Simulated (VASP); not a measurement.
A run of VASP 6.6.1:

POSCAR

```
SiSn2
1.0
    4.3870530719      0.0000000000      0.0000000000
   -2.1935265359      3.7992994080      0.0000000000
    0.0000000000      0.0000000000     10.7551249435
Si Sn
2 4
Direct
    0.3333333333      0.6666666667      0.7078954245
    0.6666666667      0.3333333333      0.2921045755
    0.0000000000      0.0000000000      0.3674663211
    0.6666666667      0.3333333333      0.0509622327
    0.0000000000      0.0000000000      0.6325336789
    0.3333333333      0.6666666667      0.9490377673
```

The input INCAR.step1:

```
ALGO = Normal ; EDIFF = 1E-5
ENCUT = 550 ; GGA = PE
GGA_COMPAT = F ; ISMEAR = -1
LASPH = T ; LCHARG = F
LREAL = F ; LWAVE = T
NBANDS = 41 ; NELM = 120
PREC = Accurate ; SIGMA = 0.02
```

File INCAR.step2:

```
ALGO = Normal ; EDIFF = 1E-6
ENCUT = 550 ; GGA_COMPAT = F
ISIF = 2 ; ISMEAR = -1
ISTART = 1 ; LASPH = T
LCHARG = F ; LMIXTAU = T
LREAL = F ; LWAVE = F
METAGGA = R2SCAN ; NBANDS = 41
NELM = 120 ; PREC = Accurate
SIGMA = 0.02
```

The input KPOINTS:

```
k-points
0
Gamma
  6 6 4
```

Potentials or basis: VASP PAW PBE potentials, release 64 (Si, Sn_d).

Command:

```sh
$ cat potpaw_PBE.64/Si/POTCAR potpaw_PBE.64/Sn_d/POTCAR > POTCAR
$ cp INCAR.step1 INCAR
$ mpirun -np 1 vasp_std > vasp.out
$ cp INCAR.step2 INCAR
$ mpirun -np 1 vasp_std > vasp.out
```

Hardware: 1 thread of Oxide Virtual Turin-like Processor (shared host).

Estimate the wall time of this run.

Wall time 16 min on 1 thread of Oxide Virtual Turin-like Processor, on a shared host, peak memory 0.41 GiB. Counts: k points 24.
